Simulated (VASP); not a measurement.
Write the native input for VASP 6.6.1 that does the following.

```yaml
Task: relaxation of the atoms
Functional: PBE
Potentials_or_basis: VASP PAW PBE potentials, release 64 (Tl_d, Cu)
Cutoff: 520 eV
k_mesh: 5 × 5 × 5
Occupations: fermi-dirac, width 0.05 eV
Spin: no spin polarisation
Dipole_correction: no
Further_INCAR_settings: ALGO = Fast; EDIFF = 1e-06; IBRION = 2; EDIFFG = -0.01; NSW = 60
```

The structure of Tl3Cu lies in POSCAR:

```
Tl3Cu
1.0
    4.5283180800      0.0000000000      0.0000000000
    0.0000000000      4.5283180800      0.0000000000
    0.0000000000      0.0000000000      4.7169980000
Tl Cu
3 1
Direct
    0.5000000000      0.5000000000      0.0000000000
    0.5000000000      0.0000000000      0.5000000000
    0.0000000000      0.5000000000      0.5000000000
    0.0000000000      0.0000000000      0.0000000000
```

These files were run (other wordings do the same):

INCAR

```
PREC     = Accurate       # precision mode
ENCUT    = 520            # plane-wave cutoff, eV
EDIFF    = 1E-6           # SCF threshold, eV
ISMEAR   = -1             # smearing method
SIGMA    = 0.05           # smearing width, eV
LREAL    = False          # projectors in reciprocal space
LASPH    = True           # aspherical terms in the spheres
NELM     = 80             # most SCF steps
ALGO     = Fast           # electronic algorithm
ISIF     = 2              # what is computed and relaxed
LWAVE    = False          # write WAVECAR
LCHARG   = False          # write CHGCAR
GGA      = PE             # functional
IBRION   = 2              # ionic algorithm
NSW      = 60             # ionic steps
EDIFFG   = -0.01          # ionic threshold
```

KPOINTS

```
regular mesh
0
Gamma
  5 5 5
```

Potentials or basis: VASP PAW PBE potentials, release 64 (Tl_d, Cu).

Launch:

```console
$ cat potpaw_PBE.64/Tl_d/POTCAR potpaw_PBE.64/Cu/POTCAR > POTCAR
$ mpirun -np 1 vasp_std > vasp.out
```

Results of the run:

```yaml
Pressure_after_relaxing: 3.4 GPa
Band_gap_on_the_k_mesh: zero (band 25 reaches 8.12 eV, above the bottom of band 26 at 5.28 eV)
```

Caveat: the relaxation stopped at its first step, so nothing moved; spin-orbit coupling is left out, which moves the levels of the heavy elements.

Run time: 73 s on 1 thread of Oxide Virtual Turin-like Processor, with other jobs on the host, peak memory 0.19 GiB.
